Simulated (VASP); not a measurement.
# LaScCl6 (Fm-3m) in VASP: relaxation of cell and atoms with PBE

Aim: the relaxation of cell and atoms of LaScCl6 with PBE.

All numbers are computed with VASP 6.6.1; they aren't measurements. Logs are shortened: lines on timing, memory, paths and dates and some standing lists are left out, and cuts for length are marked.

## 1. The cell of the first run

Symmetry: Fm-3m, No. 225, cubic system. The conventional cell has a = 10.572 Å, b = 10.572 Å, c = 10.572 Å, α = 90.00°, β = 90.00°, γ = 90.00°. La (site symmetry m-3m) has 6 Cl at 2.79 Å within 3.7 Å. Sc (site symmetry m-3m) has 6 Cl at 2.50 Å within 3.3 Å. Within 3.3 Å of Cl (site symmetry 4mm) lie 1 Sc at 2.50 Å and 1 La at 2.79 Å.

The cell was generated, and may not be a known phase.

## 2. Relaxation of cell and atoms, PBE

Contents of INCAR:

```
PREC = Accurate ; ENCUT = 600
EDIFF = 1E-6 ; ISMEAR = 0
SIGMA = 0.02 ; LREAL = False
LASPH = True ; NELM = 80
ALGO = Normal ; ISIF = 3
LWAVE = False ; LCHARG = False
GGA = PE ; IBRION = 2
NSW = 100 ; EDIFFG = -0.01
```

Contents of KPOINTS:

```
Automatic mesh
0
Gamma
  4 4 4
```

Contents of POSCAR:

```
LaScCl6
1.0
    0.0000000000      5.2860483040      5.2860483040
    5.2860483040      0.0000000000      5.2860483040
    5.2860483040      5.2860483040      0.0000000000
La Sc Cl
1 1 6
Direct
    0.0000000000      0.0000000000      0.0000000000
    0.5000000000      0.5000000000      0.5000000000
    0.2636773357      0.7363226643      0.7363226643
    0.7363226643      0.2636773357      0.2636773357
    0.7363226643      0.2636773357      0.7363226643
    0.2636773357      0.7363226643      0.2636773357
    0.7363226643      0.7363226643      0.2636773357
    0.2636773357      0.2636773357      0.7363226643
```

Potentials or basis: VASP PAW PBE potentials, release 64 (La, Sc_sv, Cl).

On the command line:

```bash
$ cat potpaw_PBE.64/La/POTCAR potpaw_PBE.64/Sc_sv/POTCAR potpaw_PBE.64/Cl/POTCAR > POTCAR
$ mpirun -np 1 vasp_std > vasp.out
```

OUTCAR:

```text
PREC = Accurate
   ENCUT = 600
   EDIFF = 1E-6
   ISMEAR = 0
   LREAL = False
   LASPH = True
   NELM = 80
   ISIF = 3
   GGA = PE
   IBRION = 2
   NSW = 100
   EDIFFG = -0.01

 ion  position               nearest neighbor table
   1  0.000  0.000  0.000-   3 2.79   4 2.79   5 2.79   6 2.79   7 2.79   8 2.79
   2  0.500  0.500  0.500-   3 2.50   4 2.50   5 2.50   6 2.50   7 2.50   8 2.50
   3  0.264  0.736  0.736-   2 2.50   1 2.79
   4  0.736  0.264  0.264-   2 2.50   1 2.79
   5  0.736  0.264  0.736-   2 2.50   1 2.79
   6  0.264  0.736  0.264-   2 2.50   1 2.79
   7  0.736  0.736  0.264-   2 2.50   1 2.79
   8  0.264  0.264  0.736-   2 2.50   1 2.79

  LATTYP: Found a face centered cubic cell.
 ALAT       =    10.5720966080

  Lattice vectors:

 A1 = (   0.0000000000,   5.2860483040,   5.2860483040)
 A2 = (   5.2860483040,   0.0000000000,   5.2860483040)
 A3 = (   5.2860483040,   5.2860483040,   0.0000000000)

Analysis of symmetry for initial positions (statically):
=====================================================================
 Subroutine PRICEL returns:
 Original cell was already a primitive cell.

 Routine SETGRP: Setting up the symmetry group for a
 face centered cubic supercell.

 Subroutine GETGRP returns: Found 48 space group operations
 (whereof 48 operations were pure point group operations)
 out of a pool of 48 trial point group operations.

The static configuration has the point symmetry O_h .

Analysis of symmetry for dynamics (positions and initial velocities):
=====================================================================
 Subroutine PRICEL returns:
 Original cell was already a primitive cell.

 Routine SETGRP: Setting up the symmetry group for a
 face centered cubic supercell.

 Subroutine GETGRP returns: Found 48 space group operations
 (whereof 48 operations were pure point group operations)
 out of a pool of 48 trial point group operations.

The dynamic configuration has the point symmetry O_h .

 Subroutine INISYM returns: Found 48 space group operations
 (whereof 48 operations are pure point group operations),
 and found     1 'primitive' translations

----------------------------------------------------------------------------------------

                                     Primitive cell

  volume of cell :     295.4088

[... 70 lines left out ...]
   ions per type =               1   1   6
   NGX,Y,Z   is equivalent  to a cutoff of  13.34, 13.34, 13.34 a.u.
   NGXF,Y,Z  is equivalent  to a cutoff of  26.69, 26.69, 26.69 a.u.
 SYSTEM =  unknown system
   PREC   = accura    normal or accurate (medium, high low for compatibility)
   ISTART =      0    job   : 0-new  1-cont  2-samecut
   ICHARG =      2    charge: 1-file 2-atom 10-const
   ISPIN  =      1    spin polarized calculation?
   LNONCOLLINEAR =      F non collinear calculations
   LSORBIT =      F    spin-orbit coupling
   LASPH  =      T    aspherical Exc in radial PAW
   ENCUT  =  600.0 eV  44.10 Ry    6.64 a.u.  14.93 14.93 14.93*2*pi/ulx,y,z
   NELM   =     80;   NELMIN=  2; NELMDL= -5     # of ELM steps
   EDIFF  = 0.1E-05   stopping-criterion for ELM
   LREAL  =      F    real-space projection
   EDIFFG = -.1E-01   stopping-criterion for IOM
   NSW    =    100    number of steps for IOM
   IBRION =      2    ionic relax: 0-MD 1-quasi-New 2-CG
   NFREE  =      1    steps in history (QN), initial steepest desc. (CG)
   ISIF   =      3    stress and relaxation
   ISYM   =      2    0-nonsym 1-usesym 2-fastsym
   POTIM  = 0.5000    time-step for ionic-motion
   TEBEG  =    0.0;   TEEND  =   0.0 temperature during run
   PSTRESS=    0.0 pullay stress
   NELECT =      64.0000    total number of electrons
   NUPDOWN=      -1.0000    fix difference up-down
   EMIN   =  10.00;   EMAX   =-10.00  energy-range for DOS
   EFERMI =   0.00;   METHOD = LEGACY
   ISMEAR =     0;   SIGMA  =   0.02  broadening in eV -4-tet -1-fermi 0-gaus
   EFERMI_NEDOS =   21; number of points for ismear=-14 and -15
   IALGO  =     38    algorithm
   IMIX   =      4    mixing-type and parameters
     AMIX     =   0.40;   BMIX     =  1.00
     AMIX_MAG =   1.60;   BMIX_MAG =  1.00
  volume/ion in A,a.u.               =      36.93       249.19
  Fermi-wavevector in a.u.,A,eV,Ry     =   0.983242  1.858058 13.153631  0.966765
  Thomas-Fermi vector in A             =   2.114385
   LORBIT       =      0    0 simple, 1 ext, 2 COOP (PROOUT), +10 PAW based schemes
   GGA     = PE    functional components
   LHFCALC =     F    Hartree Fock is set to
   AEXX    =    0.0000 exact exchange contribution
   IVDW    =     0    specifies the selected vdW correction
   LEPSILON=     F    determine dielectric tensor
   LRPA    =     F    only Hartree local field effects (RPA)
 conjugate gradient relaxation of ions
 non-spin polarized calculation
 Gauss-broadening in eV      SIGMA  =   0.02
  energy-cutoff  :      600.00
  volume of cell :      295.41
 maximum number of plane-waves:      9912
   NGX = 29   NGY = 29   NGZ = 29

--------------------------------------- Ionic step        1  -------------------------------------------

 number of electron      63.9999999 magnetization

 Free energy of the ion-electron system (eV)
  ---------------------------------------------------
  ext. energy  EPLUGINS =         0.00000000
  ---------------------------------------------------
  free energy    TOTEN  =       -39.59992767 eV

  energy without entropy =      -39.59992767  energy(sigma->0) =      -39.59992767

------------------------ aborting loop because EDIFF is reached ----------------------------------------

  FORCE on cell =-STRESS in cart. coord.  units (eV):
  Direction    XX          YY          ZZ          XY          YZ          ZX
  --------------------------------------------------------------------------------------
  -------------------------------------------------------------------------------------
  Total        0.0117002      0.0117002      0.0117002      0.0000000      0.0000000      0.0000000
  in kB        0.0634574      0.0634574      0.0634574      0.0000000      0.0000000      0.0000000
  external PRESSURE =       0.0634574 kB  Pullay stress =       0.0000000 kB
[... 71 lines left out ...]
--------------------------------------- Ionic step        3  -------------------------------------------

 number of electron      63.9999999 magnetization

 Free energy of the ion-electron system (eV)
  ---------------------------------------------------
  ext. energy  EPLUGINS =         0.00000000
  ---------------------------------------------------
  free energy    TOTEN  =       -39.60017222 eV

  energy without entropy =      -39.60017222  energy(sigma->0) =      -39.60017222

 E-fermi :  -1.4047     XC(G=0):  -6.8662

 val. band max:       -1.5431647723   @ k =   0.0000   0.0000   0.0000
 cond. band min:       1.7970241774   @ k =   0.0000   0.0000   0.0000
 fundamental gap:      3.3401889497
 Fermi energy:        -1.4046699784

 k-point     1 :       0.0000    0.0000    0.0000
  band No.  band energies     occupation
      1     -50.1976      2.00000
      2     -32.4170      2.00000
      3     -28.7871      2.00000
      4     -28.7871      2.00000
      5     -28.7871      2.00000
      6     -16.5220      2.00000
[... 352 lines left out ...]
  FREE ENERGIE OF THE ION-ELECTRON SYSTEM (eV)
  ---------------------------------------------------
  free  energy   TOTEN  =       -39.6001722160 eV

  energy  without entropy=      -39.6001722160  energy(sigma->0) =      -39.60017222

 reached required accuracy - stopping structural energy minimisation
```

OSZICAR:

```text
N       E                     dE             d eps       ncg     rms          rms(c)
DAV:   1     0.950775045462E+03    0.95078E+03   -0.26823E+04   608   0.188E+03
DAV:   2     0.206406642453E+03   -0.74437E+03   -0.72769E+03   808   0.486E+02
DAV:   3    -0.138890171441E+01   -0.20780E+03   -0.18801E+03   976   0.238E+02
DAV:   4    -0.405495993908E+02   -0.39161E+02   -0.37894E+02  1012   0.853E+01
[... 22 lines left out ...]
DAV:   1    -0.396001473660E+02    0.15782E-05   -0.37071E-03   704   0.236E-01    0.305E-02
DAV:   2    -0.396001772162E+02   -0.29850E-04   -0.34161E-04  1000   0.144E-01    0.197E-02
DAV:   3    -0.396001743658E+02    0.28505E-05   -0.77722E-06   840   0.240E-02    0.143E-02
DAV:   4    -0.396001723713E+02    0.19945E-05   -0.21754E-05   888   0.265E-02    0.760E-03
DAV:   5    -0.396001722160E+02    0.15530E-06   -0.24991E-06   576   0.109E-02
   3 F= -.39600172E+02 E0= -.39600172E+02  d E =-.244548E-03
```

Wall time 8.8 min (1 thread of Intel Xeon 8259CL, shared host); peak memory 0.6 GiB.

Results:

```yaml
Free_energy: -39.6002 eV
Relaxed_volume: 36.94 Å³/atom
Relaxed_cell: a = 7.476 Å, b = 7.476 Å, c = 7.476 Å, α = 60.00°, β = 60.00°, γ = 60.00°
Space_group_after_relaxing_to_0.1_Å: Fm-3m (No. 225)
Energy_gained_by_relaxing: 0.0 meV/atom
Ionic_steps: 3
Pressure_after_relaxing: 0.0 GPa
Band_gap_on_the_k_mesh: 3.34 eV
```

Forces in eV/Å, atoms in the order of the input:
```
La   0.000  0.000  0.000
Sc   0.000  0.000  0.000
Cl   0.002  0.000  0.000
Cl  -0.002  0.000  0.000
Cl   0.000  0.002  0.000
Cl   0.000 -0.002  0.000
Cl   0.000  0.000  0.002
Cl   0.000  0.000 -0.002
```

The path:
```csv
step,energy change (eV),largest force (eV/Å),pressure (GPa),volume (Å³)
1,0.0000,0.0335,0.01,295.41
2,-0.0002,0.0104,0.00,295.47
3,-0.0002,0.0024,-0.01,295.49
```

Final structure:
```cif
data_structure
_symmetry_space_group_name_H-M 'P 1'
_symmetry_Int_Tables_number 1
_cell_length_a 7.4763
_cell_length_b 7.4763
_cell_length_c 7.4763
_cell_angle_alpha 60.000
_cell_angle_beta 60.000
_cell_angle_gamma 60.000
_cell_volume 295.49
loop_
_atom_site_label
_atom_site_type_symbol
_atom_site_fract_x
_atom_site_fract_y
_atom_site_fract_z
_atom_site_occupancy
La1 La 0.00000 0.00000 0.00000 1
Sc1 Sc 0.50000 0.50000 0.50000 1
Cl1 Cl 0.26347 0.73653 0.73653 1
Cl2 Cl 0.73653 0.26347 0.26347 1
Cl3 Cl 0.73653 0.26347 0.73653 1
Cl4 Cl 0.26347 0.73653 0.26347 1
Cl5 Cl 0.73653 0.73653 0.26347 1
Cl6 Cl 0.26347 0.26347 0.73653 1
```

Caveat: spin-orbit coupling is left out, which moves the levels of the heavy elements.
